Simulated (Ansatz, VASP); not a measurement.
**One calculation of Si, two programs**

Contents of INCAR:

```
SYSTEM = Si
PREC = Accurate
ENCUT = 520
EDIFF = 1E-6
ISMEAR = 0
SIGMA = 0.03
LREAL = .FALSE.
LASPH = .TRUE.
NELM = 100
ALGO = Normal
ISIF = 2
LWAVE = .FALSE.
LCHARG = .FALSE.
GGA = CA
NBANDS = 16
```

Contents of KPOINTS:

```
regular mesh
0
G
  10 10 10
  0 0 0
```

POSCAR

```
Si
1.0
   -3.3753259543      3.3753259543      1.9223856600
    3.3753259543     -3.3753259543      1.9223856600
    3.3753259543      3.3753259543     -1.9223856600
Si
4
Direct
    0.1788010600      0.1788010600      0.3576021200
    0.8211989400      0.8211989400      0.6423978800
    0.1788010600      0.8211989400      0.0000000000
    0.8211989400      0.1788010600      0.0000000000
```

Input for Ansatz:

```yaml
crystal:
  lattice:
    - [-3.3753259543, 3.3753259543, 1.92238566]
    - [3.3753259543, -3.3753259543, 1.92238566]
    - [3.3753259543, 3.3753259543, -1.92238566]
  atoms:
    - { symbol: Si, position: [0.17880106, 0.17880106, 0.35760212] }
    - { symbol: Si, position: [0.82119894, 0.82119894, 0.64239788] }
    - { symbol: Si, position: [0.17880106, 0.82119894, 0.0] }
    - { symbol: Si, position: [0.82119894, 0.17880106, 0.0] }
basis:
  ecutwfc: 420
kpoints:
  mp_grid: { grid: [10, 10, 10] }
hamiltonian:
  xc: lda
scf:
  occupations: { method: gaussian, width: 0.03 }
output:
  forces: true
  stress: true
  eigenvalues: true
```

Change from the starting cell: strain +0.015 along x and y, +0.000 along z, atoms carried along.

Alike in both runs: task single point; functional LDA; k mesh 10 × 10 × 10; occupations gaussian, width 0.03 eV; no spin polarisation.

|  | VASP | Ansatz |
| --- | --- | --- |
| version | VASP 6.6.1 | Ansatz 0.2.0 |
| potentials or method | VASP PAW LDA potentials, release 64 (Si), cutoff 520 eV | scalar-relativistic, plane waves, PAW |
| valence electrons in the cell | 16 | 16 |

```tsv
	VASP	Ansatz	Ansatz less VASP
gap on the k mesh at the Fermi level (eV)	0.32	0.32	-0.003
least direct gap on the mesh (eV)	0.49	0.49	0.000
pressure (GPa)	-4.0	-4.1	-0.02
traceless stress, the component that is largest in VASP (GPa)	1.37	1.38	+0.006
rms of the force components (eV/Å)	0.113	0.114	+0.0014
```

LDA's correlation is that of Perdew and Zunger in VASP and of Perdew and Wang (1992) in Ansatz. Atom by atom the forces differ by 0.001 eV/Å (rms over components).
